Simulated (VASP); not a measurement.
# SnS2 (P-3m1) in VASP: single point with r2SCAN

Aim: the single point of SnS2 with r2SCAN.

Everything below comes from runs of VASP 6.6.1. Logs are shortened: lines on timing, memory, paths and dates and some standing lists are left out, and cuts for length are marked.

## Step 1: The cell of the first run

The structure is trigonal, space group P-3m1 (No. 164). The conventional cell has a = 3.651 Å, b = 3.651 Å, c = 6.074 Å, α = 90.00°, β = 90.00°, γ = 120.00°. Within 3.4 Å of Sn (site symmetry -3m) lie 6 S at 2.57 Å. Within 3.4 Å of S (site symmetry 3m) lie 3 Sn at 2.57 Å.

## Step 2: Single point, r2SCAN

File POSCAR:

```
SnS2
1.0
    3.6509222555      0.0000000000      0.0000000000
   -1.8254611278      3.1617914205      0.0000000000
    0.0000000000      0.0000000000      6.0743884186
Sn S
1 2
Direct
    0.0000000000      0.0000000000      0.0000000000
    0.3333333333      0.6666666667      0.2426538513
    0.6666666667      0.3333333333      0.7573461487
```

File INCAR.step1:

```
SYSTEM = SnS2
ALGO     = Normal         ! electronic algorithm
EDIFF    = 1E-5           ! SCF threshold, eV
ENCUT    = 550            ! plane-wave cutoff, eV
GGA      = PE             ! functional
GGA_COMPAT= .FALSE.      
ISMEAR   = 0              ! smearing method
LASPH    = .TRUE.         ! aspherical terms in the spheres
LCHARG   = .FALSE.        ! write CHGCAR
LREAL    = .FALSE.        ! projectors in reciprocal space
LWAVE    = .TRUE.         ! write WAVECAR
NBANDS   = 20             ! bands
NELM     = 120            ! most SCF steps
PREC     = Accurate       ! precision mode
SIGMA    = 0.02           ! smearing width, eV
```

File INCAR.step2:

```
SYSTEM = SnS2
ALGO     = Normal         ! electronic algorithm
EDIFF    = 1E-6           ! SCF threshold, eV
ENCUT    = 550            ! plane-wave cutoff, eV
GGA_COMPAT= .FALSE.      
ISIF     = 2              ! what is computed and relaxed
ISMEAR   = 0              ! smearing method
ISTART   = 1            
LASPH    = .TRUE.         ! aspherical terms in the spheres
LCHARG   = .FALSE.        ! write CHGCAR
LMIXTAU  = .TRUE.       
LREAL    = .FALSE.        ! projectors in reciprocal space
LWAVE    = .FALSE.        ! write WAVECAR
METAGGA  = R2SCAN         ! meta-GGA
NBANDS   = 20             ! bands
NELM     = 120            ! most SCF steps
PREC     = Accurate       ! precision mode
SIGMA    = 0.02           ! smearing width, eV
```

File KPOINTS:

```
k-points
0
G
  9 9 6
  0 0 0
```

Potentials or basis: VASP PAW PBE potentials, release 64 (Sn_d, S).

Started as:

```bash
cat potpaw_PBE.64/Sn_d/POTCAR potpaw_PBE.64/S/POTCAR > POTCAR
cp INCAR.step1 INCAR
mpirun -np 1 vasp_std > vasp.out
cp INCAR.step2 INCAR
mpirun -np 1 vasp_std > vasp.out
```

OUTCAR:

```text
SYSTEM = SnS2
   EDIFF = 1E-6
   ENCUT = 550
   ISIF = 2
   ISMEAR = 0
   ISTART = 1
   LASPH = .TRUE.
   LREAL = .FALSE.
   METAGGA = R2SCAN
   NELM = 120
   PREC = Accurate

 ion  position               nearest neighbor table
   1  0.000  0.000  0.000-   2 2.57   3 2.57   3 2.57   2 2.57   3 2.57   2 2.57
   2  0.333  0.667  0.243-   1 2.57   1 2.57   1 2.57
   3  0.667  0.333  0.757-   1 2.57   1 2.57   1 2.57

  LATTYP: Found a hexagonal cell.
 ALAT       =     3.6509222555
 C/A-ratio  =     1.6637956093

  Lattice vectors:

 A1 = (   3.6509222555,   0.0000000000,   0.0000000000)
 A2 = (  -1.8254611278,   3.1617914205,   0.0000000000)
 A3 = (   0.0000000000,   0.0000000000,   6.0743884186)

Analysis of symmetry for initial positions (statically):
=====================================================================
 Subroutine PRICEL returns:
 Original cell was already a primitive cell.

 Routine SETGRP: Setting up the symmetry group for a
 hexagonal supercell.

 Subroutine GETGRP returns: Found 12 space group operations
 (whereof 12 operations were pure point group operations)
 out of a pool of 24 trial point group operations.

The static configuration has the point symmetry D_3d.

Analysis of symmetry for dynamics (positions and initial velocities):
=====================================================================
 Subroutine PRICEL returns:
 Original cell was already a primitive cell.

 Routine SETGRP: Setting up the symmetry group for a
 hexagonal supercell.

 Subroutine GETGRP returns: Found 12 space group operations
 (whereof 12 operations were pure point group operations)
 out of a pool of 24 trial point group operations.

The dynamic configuration has the point symmetry D_3d.

 Subroutine INISYM returns: Found 12 space group operations
 (whereof 12 operations are pure point group operations),
 and found     1 'primitive' translations

----------------------------------------------------------------------------------------

                                     Primitive cell

  volume of cell :      70.1194

  direct lattice vectors                    reciprocal lattice vectors
     3.650922255  0.000000000  0.000000000     0.273903395  0.158138199  0.000000000
    -1.825461128  3.161791421  0.000000000     0.000000000  0.316276397  0.000000000
     0.000000000  0.000000000  6.074388419     0.000000000  0.000000000  0.164625627

  length of vectors
[... 81 lines left out ...]
   LASPH  =      T    aspherical Exc in radial PAW
   ENCUT  =  550.0 eV  40.42 Ry    6.36 a.u.   6.98  6.98 11.62*2*pi/ulx,y,z
   NELM   =    120;   NELMIN=  2; NELMDL=  0     # of ELM steps
   EDIFF  = 0.1E-05   stopping-criterion for ELM
   LREAL  =      F    real-space projection
   EDIFFG = 0.1E-04   stopping-criterion for IOM
   NSW    =      0    number of steps for IOM
   IBRION =     -1    ionic relax: 0-MD 1-quasi-New 2-CG
   NFREE  =      0    steps in history (QN), initial steepest desc. (CG)
   ISIF   =      2    stress and relaxation
   ISYM   =      2    0-nonsym 1-usesym 2-fastsym
   POTIM  = 0.5000    time-step for ionic-motion
   TEBEG  =    0.0;   TEEND  =   0.0 temperature during run
   PSTRESS=    0.0 pullay stress
   NELECT =      26.0000    total number of electrons
   NUPDOWN=      -1.0000    fix difference up-down
   EMIN   =  10.00;   EMAX   =-10.00  energy-range for DOS
   EFERMI =   0.00;   METHOD = LEGACY
   ISMEAR =     0;   SIGMA  =   0.02  broadening in eV -4-tet -1-fermi 0-gaus
   EFERMI_NEDOS =   21; number of points for ismear=-14 and -15
   IALGO  =     38    algorithm
   IMIX   =      4    mixing-type and parameters
     AMIX     =   0.40;   BMIX     =  1.00
     AMIX_MAG =   1.60;   BMIX_MAG =  1.00
  volume/ion in A,a.u.               =      23.37       157.73
  Fermi-wavevector in a.u.,A,eV,Ry     =   1.176124  2.222552 18.820503  1.383268
  Thomas-Fermi vector in A             =   2.312493
   LORBIT       =      0    0 simple, 1 ext, 2 COOP (PROOUT), +10 PAW based schemes
   METAGGA = R2SCAN    functional components
   LHFCALC =     F    Hartree Fock is set to
   AEXX    =    0.0000 exact exchange contribution
   IVDW    =     0    specifies the selected vdW correction
   LEPSILON=     F    determine dielectric tensor
   LRPA    =     F    only Hartree local field effects (RPA)
 non-spin polarized calculation
 Gauss-broadening in eV      SIGMA  =   0.02
  energy-cutoff  :      550.00
  volume of cell :       70.12
 maximum number of plane-waves:      2068
   NGX = 13   NGY = 13   NGZ = 23

 number of electron      26.0000010 magnetization

 Free energy of the ion-electron system (eV)
  ---------------------------------------------------
  ext. energy  EPLUGINS =         0.00000000
  ---------------------------------------------------
  free energy    TOTEN  =       -42.22550981 eV

  energy without entropy =      -42.22550981  energy(sigma->0) =      -42.22550981

 E-fermi :   4.0871     XC(G=0): -10.0190

 val. band max:        3.9386859580   @ k =   0.1111   0.1111   0.0000
 cond. band min:       5.7984781635   @ k =   0.0000   0.4444   0.3333
 fundamental gap:      1.8597922055
 Fermi energy:         4.0870969726

 k-point     1 :       0.0000    0.0000    0.0000
  band No.  band energies     occupation
      1     -17.5206      2.00000
      2     -17.5206      2.00000
      3     -17.4519      2.00000
      4     -17.4304      2.00000
      5     -17.4304      2.00000
      6     -10.2292      2.00000
[... 541 lines left out ...]
     19      12.7147      0.00000
     20      14.5440      0.00000

 [... further k-points ...]

------------------------ aborting loop because EDIFF is reached ----------------------------------------

  FORCE on cell =-STRESS in cart. coord.  units (eV):
  Direction    XX          YY          ZZ          XY          YZ          ZX
  --------------------------------------------------------------------------------------
  -------------------------------------------------------------------------------------
  Total        0.4218260      0.4218260      0.0243633     -0.0000000      0.0000000      0.0000000
  in kB        9.6384135      9.6384135      0.5566838     -0.0000000      0.0000000      0.0000000
  external PRESSURE =       6.6111703 kB  Pullay stress =       0.0000000 kB

 VOLUME and BASIS-vectors are now :
 -----------------------------------------------------------------------------
  energy-cutoff  :      550.00
  volume of cell :       70.12
      direct lattice vectors                 reciprocal lattice vectors
     3.650922255  0.000000000  0.000000000     0.273903395  0.158138199  0.000000000
    -1.825461128  3.161791421  0.000000000     0.000000000  0.316276397  0.000000000
     0.000000000  0.000000000  6.074388419     0.000000000  0.000000000  0.164625627

 POSITION                                       TOTAL-FORCE (eV/Angst)
 -----------------------------------------------------------------------------------
      0.00000      0.00000      0.00000        -0.000000      0.000000      0.000000
     -0.00000      2.10786      1.47397         0.000000     -0.000000     -0.088415
      1.82546      1.05393      4.60041        -0.000000      0.000000      0.088415
 -----------------------------------------------------------------------------------
    total drift:                               -0.000000     -0.000000      0.000000

  FREE ENERGIE OF THE ION-ELECTRON SYSTEM (eV)
  ---------------------------------------------------
  free  energy   TOTEN  =       -42.2255098102 eV

  energy  without entropy=      -42.2255098102  energy(sigma->0) =      -42.22550981
```

It took 5.4 min on 1 thread of Intel Xeon 8259CL, shared host; peak memory 0.25 GiB.

What came out:

| Item | Value |
| --- | --- |
| Free energy | -42.2255 eV |
| Pressure | 0.7 GPa |
| Largest force | 0.088 eV/Å |
| Band gap on the k mesh | 1.86 eV (least direct gap 2.24 eV) |

Forces on the atoms (eV/Å):
```
Sn   0.000  0.000  0.000
S    0.000  0.000 -0.088
S    0.000  0.000  0.088
```

Stress tensor (GPa, compression positive):
```
0.96 0.00 0.00
0.00 0.96 0.00
0.00 0.00 0.06
```

Levels at points of the mesh, in eV from the valence-band top:
```tsv
k point	band 11	band 12	band 13	band 14	band 15	band 16
(0.00, 0.00, 0.00)	-0.21	-0.21	-0.05	2.56	4.34	6.00
(0.00, 0.00, 0.50)	-0.59	-0.11	-0.11	3.57	4.40	5.81
```

Caveat: the PAW data sets were made with another functional, which shifts forces and pressure a little; spin-orbit coupling is left out, which moves the levels of the heavy elements; an odd mesh through Γ misses points on the zone boundary, where band edges can lie.
